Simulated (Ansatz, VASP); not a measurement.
One calculation of Pb, two programs

The input POSCAR:

```
Pb
1.0
    3.4800006906      0.0000000000      0.0000000000
   -1.7400003453      3.0137690032      0.0000000000
    0.0000000000      0.0000000000      5.8695000000
Pb
2
Direct
    0.3333333333      0.6666666667      0.2500000000
    0.6666666667      0.3333333333      0.7500000000
```

File INCAR.step1:

```
SYSTEM = Pb
PREC = Accurate
ENCUT = 520
ISMEAR = 0
SIGMA = 0.15
LREAL = .FALSE.
LASPH = .TRUE.
NELM = 60
NBANDS = 21
GGA = PE
ALGO = Normal
EDIFF = 1E-4
LWAVE = .TRUE.
LCHARG = .FALSE.
```

File INCAR.step2:

```
SYSTEM = Pb
PREC = Accurate
ENCUT = 520
EDIFF = 1E-6
ISMEAR = 0
SIGMA = 0.15
LREAL = .FALSE.
LASPH = .TRUE.
NELM = 60
ALGO = Normal
ISIF = 2
LWAVE = .FALSE.
LCHARG = .TRUE.
METAGGA = R2SCAN
LMIXTAU = .TRUE.
LELF = .TRUE.
LVHAR = .TRUE.
NBANDS = 21
ISTART = 1
```

KPOINTS

```
Automatic mesh
0
G
  18 18 10
  0 0 0
```

Input for Ansatz:

```yaml
crystal:
  lattice:
    - [3.4800006906, 0.0, 0.0]
    - [-1.7400003453, 3.0137690032, 0.0]
    - [0.0, 0.0, 5.8695]
  atoms:
    - { symbol: Pb, position: [0.3333333333, 0.6666666667, 0.25] }
    - { symbol: Pb, position: [0.6666666667, 0.3333333333, 0.75] }
basis:
  ecutwfc: 500
kpoints:
  mp_grid: { grid: [18, 18, 10] }
hamiltonian:
  xc: r2scan
scf:
  occupations: { method: gaussian, width: 0.15 }
output:
  forces: true
  stress: true
  eigenvalues: true
```

Change from the starting cell: strain +0.000 along x and y, +0.050 along z, atoms carried along.

Alike in both runs: task single point; functional r2SCAN; k mesh 18 × 18 × 10; occupations gaussian, width 0.15 eV; no spin polarisation.

|  | VASP | Ansatz |
| --- | --- | --- |
| version | VASP 6.6.1 | Ansatz 0.2.0 |
| potentials or method | VASP PAW PBE potentials, release 64 (Pb_d), cutoff 520 eV | scalar-relativistic, plane waves, PAW |
| valence electrons in the cell | 28 | 28 |

Ansatz gave:

```
gap on the k mesh at the Fermi level (eV)                     : none
pressure (GPa)                                                : 0.3
traceless stress, the component that is largest in VASP (GPa) : -0.36
```

Problem. What did VASP give for the same quantities?

Solution. gap on the k mesh at the Fermi level (eV): none; pressure (GPa): 0.3; traceless stress, the component that is largest in VASP (GPa): -0.37.

VASP's potentials were made for PBE, not for r2SCAN. A gap of «none» marks a metal or a gap that the smearing closes.

Neither program's run includes spin-orbit coupling.
